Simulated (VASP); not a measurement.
# MgO (Fm-3m) in VASP: notebook, part 2 of 2

VASP 6.6.1.

## 4. Vibrations by perturbation theory, PBE

This run uses another cell than the first one, of 9.69 Å³/atom.

Contents of INCAR:

```
SYSTEM = MgO
PREC = Accurate
ENCUT = 520
EDIFF = 1E-8
ISMEAR = 0
SIGMA = 0.01
LREAL = .False.
LASPH = .True.
NELM = 60
ALGO = Normal
ISIF = 2
LWAVE = .False.
LCHARG = .True.
GGA = PE
IBRION = 8
NSW = 1
LEPSILON = .True.
```

Contents of KPOINTS:

```
regular mesh
0
Gamma
  10 10 10
  0 0 0
```

Contents of POSCAR:

```
MgO
1.0
    0.0000000000      2.1317250299      2.1317250299
    2.1317250299      0.0000000000      2.1317250299
    2.1317250299      2.1317250299      0.0000000000
Mg O
1 1
Direct
    0.0000000000      0.0000000000      0.0000000000
    0.5000000000      0.5000000000      0.5000000000
```

Potentials or basis: VASP PAW PBE potentials, release 64 (Mg, O).

Run with:

```console
cat potpaw_PBE.64/Mg/POTCAR potpaw_PBE.64/O/POTCAR > POTCAR
mpirun -np 1 vasp_std > vasp.out
```

OUTCAR:

```text
SYSTEM = MgO
   PREC = Accurate
   ENCUT = 520
   EDIFF = 1E-8
   ISMEAR = 0
   LREAL = .False.
   LASPH = .True.
   NELM = 60
   ISIF = 2
   GGA = PE
   IBRION = 8
   NSW = 1
   LEPSILON = .True.

 ion  position               nearest neighbor table
   1  0.000  0.000  0.000-   2 2.13   2 2.13   2 2.13   2 2.13   2 2.13   2 2.13
   2  0.500  0.500  0.500-   1 2.13   1 2.13   1 2.13   1 2.13   1 2.13   1 2.13

  LATTYP: Found a face centered cubic cell.
 ALAT       =     4.2634500598

  Lattice vectors:

 A1 = (   0.0000000000,   2.1317250299,   2.1317250299)
 A2 = (   2.1317250299,   0.0000000000,   2.1317250299)
 A3 = (   2.1317250299,   2.1317250299,   0.0000000000)

Analysis of symmetry for initial positions (statically):
=====================================================================
 Subroutine PRICEL returns:
 Original cell was already a primitive cell.
[... 565 lines left out ...]

 SECOND DERIVATIVES (NOT SYMMETRIZED)
 ------------------------------------
               1X          1Y          1Z          2X          2Y          2Z
  1X    -4.626835    0.000000    0.000000    4.626835    0.000000    0.000000
  1Y     0.000000   -4.626835    0.000000    0.000000    4.626835    0.000000
  1Z     0.000000    0.000000   -4.626835    0.000000    0.000000    4.626835
  2X     4.639721    0.000000    0.000000   -4.639721    0.000000    0.000000
  2Y     0.000000    4.639721    0.000000    0.000000   -4.639721    0.000000
  2Z     0.000000    0.000000    4.639721    0.000000    0.000000   -4.639721

 Eigenvectors and eigenvalues of the dynamical matrix
 ----------------------------------------------------

   1 f  =   10.834999 THz    68.078307 2PiTHz  361.416664 cm-1    44.809935 meV
             X         Y         Z           dx          dy          dz
      0.000000  0.000000  0.000000     0.000000    0.629530    0.000000
      2.131725  2.131725  2.131725     0.000000   -0.776976    0.000000
[... 21 lines left out ...]
   6 f/i=    0.007370 THz     0.046305 2PiTHz    0.245826 cm-1     0.030479 meV
             X         Y         Z           dx          dy          dz
      0.000000  0.000000  0.000000     0.000000    0.000000    0.776976
      2.131725  2.131725  2.131725     0.000000    0.000000    0.629530

--------------------------------------------------------------------------------------------------------

 MACROSCOPIC STATIC DIELECTRIC TENSOR IONIC CONTRIBUTION
 ------------------------------------------------------
           7.937977    -0.000000    -0.000000
          -0.000000     7.937977     0.000000
          -0.000000     0.000000     7.937977
 ------------------------------------------------------

 ELASTIC MODULI CONTR FROM IONIC RELAXATION (kBar)
 Direction    XX          YY          ZZ          XY          YZ          ZX
 --------------------------------------------------------------------------------
 XX           0.0000      0.0000      0.0000      0.0000      0.0000      0.0000
 YY           0.0000      0.0000      0.0000      0.0000      0.0000      0.0000
 ZZ           0.0000      0.0000      0.0000      0.0000      0.0000      0.0000
 XY           0.0000      0.0000      0.0000      0.0000      0.0000      0.0000
 YZ           0.0000      0.0000      0.0000      0.0000      0.0000      0.0000
 ZX           0.0000      0.0000      0.0000      0.0000      0.0000      0.0000
 --------------------------------------------------------------------------------

 PIEZOELECTRIC TENSOR IONIC CONTR  for field in x, y, z        (C/m^2)
          XX          YY          ZZ          XY          YZ          ZX
  --------------------------------------------------------------------------------
  x     0.00000     0.00000     0.00000     0.00000     0.00000     0.00000
  y     0.00000     0.00000     0.00000     0.00000     0.00000     0.00000
  z     0.00000     0.00000     0.00000     0.00000     0.00000     0.00000
```

Wall time 92 s (1 thread of Intel Xeon Platinum 8259CL at 2.50GHz (Skylake/Cascade Lake), shared host); peak memory 0.19 GiB.

What came out:

| Quantity | Value |
| --- | --- |
| Electronic dielectric tensor (diagonal) | 3.18 |
| Born charges (mean of the diagonal) | Mg +1.98; O -1.98 e |
| Highest phonon frequency at Γ, LO-TO splitting left out | 361 cm⁻¹ |

Phonon frequencies in cm⁻¹ (negative: imaginary):
```csv
q point,frequencies
"(0.000, 0.000, 0.000)",0 0 0 361 361 361
```

Electronic dielectric tensor:
```
3.18 0.00 0.00
0.00 3.18 0.00
0.00 0.00 3.18
```

Born effective charge tensors (e):
atom 1, Mg
```
1.98 0.00 0.00
0.00 1.98 0.00
0.00 0.00 1.98
```
atom 2, O
```
-1.98  0.00  0.00
 0.00 -1.98  0.00
 0.00  0.00 -1.98
```

Caveat: the cell stands under pressure or tension, which shifts response properties.

## 5. Vibrations by perturbation theory, PBE

This run uses another cell than the first one, of 9.27 Å³/atom.

Contents of INCAR:

```
PREC = Accurate
ENCUT = 520
EDIFF = 1E-8
ISMEAR = 0
SIGMA = 0.01
LREAL = F
LASPH = T
NELM = 60
ALGO = Normal
ISIF = 2
LWAVE = F
LCHARG = F
GGA = PE
IBRION = 8
NSW = 1
LEPSILON = T
```

Contents of KPOINTS:

```
regular mesh
0
Gamma
  10 10 10
```

Contents of POSCAR:

```
MgO
1.0
    0.0000000000      2.1006416989      2.1006416989
    2.1006416989      0.0000000000      2.1006416989
    2.1006416989      2.1006416989      0.0000000000
Mg O
1 1
Direct
    0.0000000000      0.0000000000      0.0000000000
    0.5000000000      0.5000000000      0.5000000000
```

Potentials or basis: VASP PAW PBE potentials, release 64 (Mg, O).

Run with:

```console
cat potpaw_PBE.64/Mg/POTCAR potpaw_PBE.64/O/POTCAR > POTCAR
mpirun -np 1 vasp_std > vasp.out
```

OUTCAR:

```text
PREC = Accurate
   ENCUT = 520
   EDIFF = 1E-8
   ISMEAR = 0
   LREAL = F
   LASPH = T
   NELM = 60
   ISIF = 2
   GGA = PE
   IBRION = 8
   NSW = 1
   LEPSILON = T

 ion  position               nearest neighbor table
   1  0.000  0.000  0.000-   2 2.10   2 2.10   2 2.10   2 2.10   2 2.10   2 2.10
   2  0.500  0.500  0.500-   1 2.10   1 2.10   1 2.10   1 2.10   1 2.10   1 2.10

  LATTYP: Found a face centered cubic cell.
 ALAT       =     4.2012833978

  Lattice vectors:

 A1 = (   0.0000000000,   2.1006416989,   2.1006416989)
 A2 = (   2.1006416989,   0.0000000000,   2.1006416989)
 A3 = (   2.1006416989,   2.1006416989,   0.0000000000)

Analysis of symmetry for initial positions (statically):
=====================================================================
 Subroutine PRICEL returns:
 Original cell was already a primitive cell.

 Routine SETGRP: Setting up the symmetry group for a
[... 563 lines left out ...]

 SECOND DERIVATIVES (NOT SYMMETRIZED)
 ------------------------------------
               1X          1Y          1Z          2X          2Y          2Z
  1X    -5.744061    0.000000    0.000000    5.744061    0.000000    0.000000
  1Y     0.000000   -5.744061    0.000000    0.000000    5.744061    0.000000
  1Z     0.000000    0.000000   -5.744061    0.000000    0.000000    5.744061
  2X     5.758620    0.000000    0.000000   -5.758620    0.000000    0.000000
  2Y     0.000000    5.758620    0.000000    0.000000   -5.758620    0.000000
  2Z     0.000000    0.000000    5.758620    0.000000    0.000000   -5.758620

 Eigenvectors and eigenvalues of the dynamical matrix
 ----------------------------------------------------

   1 f  =   12.071567 THz    75.847890 2PiTHz  402.664117 cm-1    49.923965 meV
             X         Y         Z           dx          dy          dz
      0.000000  0.000000  0.000000     0.000000    0.000000   -0.629577
      2.100642  2.100642  2.100642     0.000000    0.000000    0.776938
[... 21 lines left out ...]
   6 f/i=    0.007474 THz     0.046961 2PiTHz    0.249306 cm-1     0.030910 meV
             X         Y         Z           dx          dy          dz
      0.000000  0.000000  0.000000     0.000000   -0.454200   -0.630345
      2.100642  2.100642  2.100642     0.000000   -0.368052   -0.510788

--------------------------------------------------------------------------------------------------------

 MACROSCOPIC STATIC DIELECTRIC TENSOR IONIC CONTRIBUTION
 ------------------------------------------------------
           6.559264    -0.000000    -0.000000
          -0.000000     6.559264     0.000000
          -0.000000     0.000000     6.559264
 ------------------------------------------------------

 ELASTIC MODULI CONTR FROM IONIC RELAXATION (kBar)
 Direction    XX          YY          ZZ          XY          YZ          ZX
 --------------------------------------------------------------------------------
 XX           0.0000      0.0000      0.0000      0.0000      0.0000      0.0000
 YY           0.0000      0.0000      0.0000      0.0000      0.0000      0.0000
 ZZ           0.0000      0.0000      0.0000      0.0000      0.0000      0.0000
 XY           0.0000      0.0000      0.0000      0.0000      0.0000      0.0000
 YZ           0.0000      0.0000      0.0000      0.0000      0.0000      0.0000
 ZX           0.0000      0.0000      0.0000      0.0000      0.0000      0.0000
 --------------------------------------------------------------------------------

 PIEZOELECTRIC TENSOR IONIC CONTR  for field in x, y, z        (C/m^2)
          XX          YY          ZZ          XY          YZ          ZX
  --------------------------------------------------------------------------------
  x     0.00000     0.00000     0.00000     0.00000     0.00000     0.00000
  y     0.00000     0.00000     0.00000     0.00000     0.00000     0.00000
  z     0.00000     0.00000     0.00000     0.00000     0.00000     0.00000
```

OSZICAR:

```text
N       E                     dE             d eps       ncg     rms          rms(c)
DAV:   1     0.116908285460E+02    0.11691E+02   -0.49554E+03   912   0.886E+02
DAV:   2    -0.131727259047E+02   -0.24864E+02   -0.23402E+02   944   0.137E+02
DAV:   3    -0.134627610187E+02   -0.29004E+00   -0.29004E+00   960   0.165E+01
[... 134 lines left out ...]
RMM:   6    -0.360037919172E+00   -0.51322E-06   -0.12069E-07  2747   0.332E-03    0.910E-04
RMM:   7    -0.360027905788E+00    0.10013E-04   -0.36553E-08  2710   0.160E-03    0.140E-04
RMM:   8    -0.360028141983E+00   -0.23619E-06   -0.20662E-08  2611   0.243E-04    0.262E-05
RMM:   9    -0.360028302826E+00   -0.16084E-06   -0.21085E-08  2809   0.170E-04    0.487E-06
RMM:  10    -0.360028289752E+00    0.13074E-07   -0.21128E-08  2630   0.106E-04    0.128E-06
RMM:  11    -0.360028293784E+00   -0.40328E-08   -0.19210E-08  2335   0.102E-04    0.205E-07
 Linear response finished
```

Run time: 2.4 min. Hardware: 1 thread of Intel Xeon 8259CL, shared host; peak memory 0.19 GiB.

What came out:

```yaml
Electronic_dielectric_tensor_diagonal: 3.12
Born_charges_mean_of_the_diagonal: Mg +1.97; O -1.97 e
Highest_phonon_frequency_at_Γ_LO-TO_splitting_left_out: 403 cm⁻¹
```

Phonon frequencies in cm⁻¹ (negative: imaginary):
| q point | frequencies |
| --- | --- |
| (0.000, 0.000, 0.000) | 0 0 0 403 403 403 |

Electronic dielectric tensor:
```
3.12 0.00 0.00
0.00 3.12 0.00
0.00 0.00 3.12
```

Born effective charge tensors (e):
atom 1, Mg
```
1.97 0.00 0.00
0.00 1.97 0.00
0.00 0.00 1.97
```
atom 2, O
```
-1.97  0.00  0.00
 0.00 -1.97  0.00
 0.00  0.00 -1.97
```

Caveat: the cell stands under pressure or tension, which shifts response properties.
